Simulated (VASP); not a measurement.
# Sn (Imma) in VASP: single point with PBE

Aim: the single point of Sn with PBE.

Program: VASP 6.6.1. These are calculated values, not measurements. Logs are shortened: lines on timing, memory, paths and dates and some standing lists are left out, and cuts for length are marked.

**1. The cell of the first run**

It takes space group Imma (No. 74, orthorhombic). The conventional cell has a = 4.547 Å, b = 4.743 Å, c = 6.569 Å, α = 90.00°, β = 90.00°, γ = 90.00°. Within 3.7 Å of Sn (site symmetry mm2) lie 4 Sn at 2.83 to 2.86 Å.

**2. Single point, PBE (shear xy strain -4.2%)**

The input, INCAR:

```
PREC     = Accurate       # precision mode
ENCUT    = 520            # plane-wave cutoff, eV
EDIFF    = 1E-7           # SCF threshold, eV
ISMEAR   = -1             # smearing method
SIGMA    = 0.02           # smearing width, eV
LREAL    = False          # projectors in reciprocal space
LASPH    = True           # aspherical terms in the spheres
NELM     = 100            # most SCF steps
ALGO     = Normal         # electronic algorithm
ISIF     = 2              # what is computed and relaxed
LWAVE    = False          # write WAVECAR
LCHARG   = False          # write CHGCAR
GGA      = PE             # functional
NBANDS   = 21             # bands
```

The input, KPOINTS:

```
Automatic mesh
0
Gamma
  6 6 6
```

The input, POSCAR:

```
Sn
1.0
   -0.0693021013      3.2844597792      3.2844597792
    3.2844597792     -0.0693021013      3.2844597792
    3.2151576778      3.2151576778      0.0000000000
Sn
2
Direct
   -0.0034571597     -0.0034571597      0.0034571597
    0.2534571597      0.2534571597      0.2465428403
```

Potentials or basis: VASP PAW PBE potentials, release 64 (Sn_d).

The run is started by

```bash
$ cat potpaw_PBE.64/Sn_d/POTCAR > POTCAR
$ mpirun -np 1 vasp_std > vasp.out
```

OUTCAR:

```text
PREC = Accurate
   ENCUT = 520
   EDIFF = 1E-7
   ISMEAR = -1
   LREAL = False
   LASPH = True
   NELM = 100
   ISIF = 2
   GGA = PE

 ion  position               nearest neighbor table
   1  0.997  0.997  0.003-   2 2.83   2 2.83   2 2.86   2 2.86
   2  0.253  0.253  0.247-   1 2.83   1 2.83   1 2.86   1 2.86

  LATTYP: Found a body centered orthorhombic cell.
 ALAT       =     4.5469195931
 B/A-ratio  =     1.0431096128
 C/A-ratio  =     1.4446966620

  Lattice vectors:

 A1 = (   0.0693021013,  -3.2844597792,  -3.2844597792)
 A2 = (  -0.0693021014,   3.2844597791,  -3.2844597792)
 A3 = (   3.2844597792,  -0.0693021013,   3.2844597792)

Analysis of symmetry for initial positions (statically):
=====================================================================
 Subroutine PRICEL returns:
 Original cell was already a primitive cell.

 Routine SETGRP: Setting up the symmetry group for a
 body centered orthorhombic supercell.

 Subroutine GETGRP returns: Found  8 space group operations
 (whereof  4 operations were pure point group operations)
 out of a pool of  8 trial point group operations.

The static configuration has the point symmetry C_2v.
 The point group associated with its full space group is D_2h.

Analysis of symmetry for dynamics (positions and initial velocities):
=====================================================================
 Subroutine PRICEL returns:
 Original cell was already a primitive cell.

 Routine SETGRP: Setting up the symmetry group for a
 body centered orthorhombic supercell.

 Subroutine GETGRP returns: Found  8 space group operations
 (whereof  4 operations were pure point group operations)
 out of a pool of  8 trial point group operations.

The dynamic configuration has the point symmetry C_2v.
 The point group associated with its full space group is D_2h.

 Subroutine INISYM returns: Found  8 space group operations
 (whereof  4 operations are pure point group operations),
 and found     1 'primitive' translations

----------------------------------------------------------------------------------------

                                     Primitive cell

  volume of cell :      70.8318

  direct lattice vectors                    reciprocal lattice vectors
    -0.069302101  3.284459779  3.284459779    -0.149086315  0.149086315  0.152232036
     3.284459779 -0.069302101  3.284459779     0.149086315 -0.149086315  0.152232036
     3.215157678  3.215157678  0.000000000     0.155513368  0.155513368 -0.152232036

  length of vectors
     4.645444528  4.645444528  4.546919593     0.260053940  0.260053940  0.267475996

  position of ions in fractional coordinates (direct lattice)
     0.996542840  0.996542840  0.003457160
     0.253457160  0.253457160  0.246542840

  ion indices of the primitive-cell ions
   primitive index   ion index
                 1           1
                 2           2

----------------------------------------------------------------------------------------

 KPOINTS: Automatic mesh

Automatic generation of k-mesh.
 Grid dimensions read from file:
 generate k-points for:    6    6    6

 Generating k-lattice:

  Cartesian coordinates                     Fractional coordinates (reciprocal lattice)
    -0.024847719  0.024847719  0.025372006     0.166666667 -0.000000000  0.000000000
     0.024847719 -0.024847719  0.025372006    -0.000000000  0.166666667  0.000000000
     0.025918895  0.025918895 -0.025372006     0.000000000  0.000000000  0.166666667

  Length of vectors
     0.043342323  0.043342323  0.044579333

  Shift w.r.t. Gamma in fractional coordinates (k-lattice)
     0.000000000  0.000000000  0.000000000

 Subroutine IBZKPT returns following result:
 ===========================================

 Found     46 irreducible k-points:

 Following reciprocal coordinates:
            Coordinates               Weight
  0.000000  0.000000  0.000000      1.000000
  0.166667 -0.000000  0.000000      4.000000
  0.333333  0.000000  0.000000      4.000000
  0.500000 -0.000000  0.000000      2.000000
  0.166667  0.166667  0.000000      2.000000
  0.333333  0.166667  0.000000      4.000000
[... 16 lines left out ...]
 -0.166667  0.333333  0.166667      4.000000
  0.500000  0.500000  0.166667      4.000000
 [... further k-points ...]
   k-points           NKPTS =     46   k-points in BZ     NKDIM =     46   number of bands    NBANDS=     21
   number of dos      NEDOS =    301   number of ions     NIONS =      2
   total plane-waves  NPLWV =  46656
   dimension x,y,z NGX =    36 NGY =   36 NGZ =   36
   dimension x,y,z NGXF=    72 NGYF=   72 NGZF=   72
   ions per type =               2
   NGX,Y,Z   is equivalent  to a cutoff of  12.88, 12.88, 13.16 a.u.
   NGXF,Y,Z  is equivalent  to a cutoff of  25.77, 25.77, 26.32 a.u.
 SYSTEM =  unknown system
   PREC   = accura    normal or accurate (medium, high low for compatibility)
   ISTART =      0    job   : 0-new  1-cont  2-samecut
   ICHARG =      2    charge: 1-file 2-atom 10-const
   ISPIN  =      1    spin polarized calculation?
   LNONCOLLINEAR =      F non collinear calculations
   LSORBIT =      F    spin-orbit coupling
   LASPH  =      T    aspherical Exc in radial PAW
   ENCUT  =  520.0 eV  38.22 Ry    6.18 a.u.   8.64  8.64  8.45*2*pi/ulx,y,z
   NELM   =    100;   NELMIN=  2; NELMDL= -5     # of ELM steps
   EDIFF  = 0.1E-06   stopping-criterion for ELM
   LREAL  =      F    real-space projection
   EDIFFG = 0.1E-05   stopping-criterion for IOM
   NSW    =      0    number of steps for IOM
   IBRION =     -1    ionic relax: 0-MD 1-quasi-New 2-CG
   NFREE  =      0    steps in history (QN), initial steepest desc. (CG)
   ISIF   =      2    stress and relaxation
   ISYM   =      2    0-nonsym 1-usesym 2-fastsym
   POTIM  = 0.5000    time-step for ionic-motion
   TEBEG  =    0.0;   TEEND  =   0.0 temperature during run
   PSTRESS=    0.0 pullay stress
   NELECT =      28.0000    total number of electrons
   NUPDOWN=      -1.0000    fix difference up-down
   EMIN   =  10.00;   EMAX   =-10.00  energy-range for DOS
   EFERMI =   0.00;   METHOD = LEGACY
   ISMEAR =    -1;   SIGMA  =   0.02  broadening in eV -4-tet -1-fermi 0-gaus
   EFERMI_NEDOS =   21; number of points for ismear=-14 and -15
   IALGO  =     38    algorithm
   IMIX   =      4    mixing-type and parameters
     AMIX     =   0.40;   BMIX     =  1.00
     AMIX_MAG =   1.60;   BMIX_MAG =  1.00
  volume/ion in A,a.u.               =      35.42       239.00
  Fermi-wavevector in a.u.,A,eV,Ry     =   1.201484  2.270476 19.640881  1.443564
  Thomas-Fermi vector in A             =   2.337292
   LORBIT       =      0    0 simple, 1 ext, 2 COOP (PROOUT), +10 PAW based schemes
   GGA     = PE    functional components
   LHFCALC =     F    Hartree Fock is set to
   AEXX    =    0.0000 exact exchange contribution
   IVDW    =     0    specifies the selected vdW correction
   LEPSILON=     F    determine dielectric tensor
   LRPA    =     F    only Hartree local field effects (RPA)
 non-spin polarized calculation
  energy-cutoff  :      520.00
  volume of cell :       70.83
 maximum number of plane-waves:      1930
 NGX is ok and might be reduce to    36
   NGX = 17   NGY = 17   NGZ = 17

 number of electron      28.0000002 magnetization

 Free energy of the ion-electron system (eV)
  ---------------------------------------------------
  ext. energy  EPLUGINS =         0.00000000
  ---------------------------------------------------
  free energy    TOTEN  =        -7.63774585 eV

  energy without entropy =       -7.63725505  energy(sigma->0) =       -7.63750045

 E-fermi :   5.1547     XC(G=0):  -8.7150

 val. band max:        5.1099439513   @ k =   0.1667  -0.0000   0.0000
 cond. band min:       5.2009798962   @ k =   0.0000   0.0000   0.0000
 fundamental gap:      0.0910359448
 Fermi energy:         5.1547238962

 k-point     1 :       0.0000    0.0000    0.0000
  band No.  band energies     occupation
      1     -16.3587      2.00000
      2     -16.3408      2.00000
      3     -16.3201      2.00000
      4     -16.2854      2.00000
      5     -16.2849      2.00000
      6     -16.0289      2.00000
[... 13 lines left out ...]
     20      13.1407      0.00000
     21      13.1614      0.00000

 k-point     2 :       0.1667   -0.0000    0.0000
  band No.  band energies     occupation
      1     -16.3700      2.00000
      2     -16.3534      2.00000
      3     -16.3226      2.00000
      4     -16.2657      2.00000
      5     -16.2652      2.00000
      6     -16.0367      2.00000
[... 13 lines left out ...]
     20      12.1181      0.00000
     21      12.3072      0.00000

 k-point     3 :       0.3333    0.0000    0.0000
  band No.  band energies     occupation
      1     -16.3827      2.00000
      2     -16.3693      2.00000
      3     -16.3197      2.00000
      4     -16.2452      2.00000
      5     -16.2382      2.00000
      6     -16.0534      2.00000
[... 13 lines left out ...]
     20      12.4127      0.00000
     21      12.7590      0.00000

 k-point     4 :       0.5000   -0.0000    0.0000
  band No.  band energies     occupation
      1     -16.3865      2.00000
      2     -16.3745      2.00000
      3     -16.3179      2.00000
      4     -16.2403      2.00000
      5     -16.2276      2.00000
      6     -16.0628      2.00000
[... 13 lines left out ...]
     20      13.6290      0.00000
     21      13.8963      0.00000

 k-point     5 :       0.1667    0.1667    0.0000
  band No.  band energies     occupation
      1     -16.3695      2.00000
      2     -16.3476      2.00000
      3     -16.3359      2.00000
      4     -16.2654      2.00000
      5     -16.2409      2.00000
      6     -16.0742      2.00000
[... 13 lines left out ...]
     20      11.8322      0.00000
     21      13.4663      0.00000

 k-point     6 :       0.3333    0.1667    0.0000
  band No.  band energies     occupation
      1     -16.3815      2.00000
      2     -16.3704      2.00000
      3     -16.3198      2.00000
      4     -16.2386      2.00000
      5     -16.2127      2.00000
      6     -16.1044      2.00000
[... 13 lines left out ...]
     20      12.8313      0.00000
     21      13.6738      0.00000

 k-point     7 :       0.5000    0.1667    0.0000
  band No.  band energies     occupation
      1     -16.3917      2.00000
      2     -16.3904      2.00000
      3     -16.2929      2.00000
      4     -16.2166      2.00000
      5     -16.2127      2.00000
      6     -16.0972      2.00000
[... 13 lines left out ...]
     20      13.8915      0.00000
     21      14.2252      0.00000
[... 291 lines left out ...]
      1     -16.3858      2.00000
      2     -16.3523      2.00000
      3     -16.3250      2.00000
      4     -16.2399      2.00000
      5     -16.2047      2.00000
      6     -16.1107      2.00000
[... 13 lines left out ...]
     20      12.9827      0.00000
     21      13.3883      0.00000

 k-point    21 :       0.5000    0.3333    0.1667
  band No.  band energies     occupation
      1     -16.3975      2.00000
      2     -16.3808      2.00000
      3     -16.2853      2.00000
      4     -16.2130      2.00000
      5     -16.1750      2.00000
      6     -16.1415      2.00000
[... 13 lines left out ...]
     20      13.2230      0.00000
     21      14.8994      0.00000

 k-point    22 :      -0.3333    0.3333    0.1667
  band No.  band energies     occupation
      1     -16.4058      2.00000
      2     -16.3961      2.00000
      3     -16.2573      2.00000
      4     -16.1990      2.00000
      5     -16.1654      2.00000
      6     -16.1478      2.00000
[... 13 lines left out ...]
     20      14.5721      0.00000
     21      14.8937      0.00000

 k-point    23 :      -0.1667    0.3333    0.1667
  band No.  band energies     occupation
      1     -16.3956      2.00000
      2     -16.3946      2.00000
      3     -16.2850      2.00000
      4     -16.2213      2.00000
      5     -16.1741      2.00000
      6     -16.1400      2.00000
[... 13 lines left out ...]
     20      12.8597      0.00000
     21      14.7231      0.00000

 k-point    24 :       0.5000    0.5000    0.1667
  band No.  band energies     occupation
      1     -16.4042      2.00000
      2     -16.3719      2.00000
      3     -16.2815      2.00000
      4     -16.2003      2.00000
      5     -16.1794      2.00000
      6     -16.1231      2.00000
[... 13 lines left out ...]
     20      14.4170      0.00000
     21      14.6644      0.00000

 [... further k-points ...]
[... 5 lines left out ...]
  --------------------------------------------------------------------------------------
  -------------------------------------------------------------------------------------
  Total        0.6997500      0.6997500      0.6741256      0.4602177      0.0000000      0.0000000
  in kB       15.8279647     15.8279647     15.2483529     10.4098739      0.0000000      0.0000000
  external PRESSURE =      15.6347608 kB  Pullay stress =       0.0000000 kB

 VOLUME and BASIS-vectors are now :
 -----------------------------------------------------------------------------
  energy-cutoff  :      520.00
  volume of cell :       70.83
      direct lattice vectors                 reciprocal lattice vectors
    -0.069302101  3.284459779  3.284459779    -0.149086315  0.149086315  0.152232036
     3.284459779 -0.069302101  3.284459779     0.149086315 -0.149086315  0.152232036
     3.215157678  3.215157678  0.000000000     0.155513368  0.155513368 -0.152232036

 POSITION                                       TOTAL-FORCE (eV/Angst)
 -----------------------------------------------------------------------------------
      3.21516      3.21516      6.54621        -0.000000     -0.000000     -0.018530
      1.60758      1.60758      1.66494         0.000000      0.000000      0.018530
 -----------------------------------------------------------------------------------
    total drift:                               -0.000000     -0.000000      0.000000

  FREE ENERGIE OF THE ION-ELECTRON SYSTEM (eV)
  ---------------------------------------------------
  free  energy   TOTEN  =        -7.6377458495 eV

  energy  without entropy=       -7.6372550450  energy(sigma->0) =       -7.63750045
```

Wall time 85 s (1 thread of Intel Xeon 8259CL, shared host); peak memory 0.22 GiB.

Results:

* Free energy: -7.6377 eV
* Pressure: 1.6 GPa
* Largest force: 0.019 eV/Å
* Band gap on the k mesh: zero (bands 14 and 15 overlap by 0.33 eV)

Forces in eV/Å, atoms in the order of the input:
```
Sn   0.000  0.000 -0.019
Sn   0.000  0.000  0.019
```

Caveat: the cell differs from its parent crystal (shear xy strain -4.2%); spin-orbit coupling is left out, which moves the levels of the heavy elements.

The gap in the log of VASP goes by the Fermi energy; the results here count the filled bands.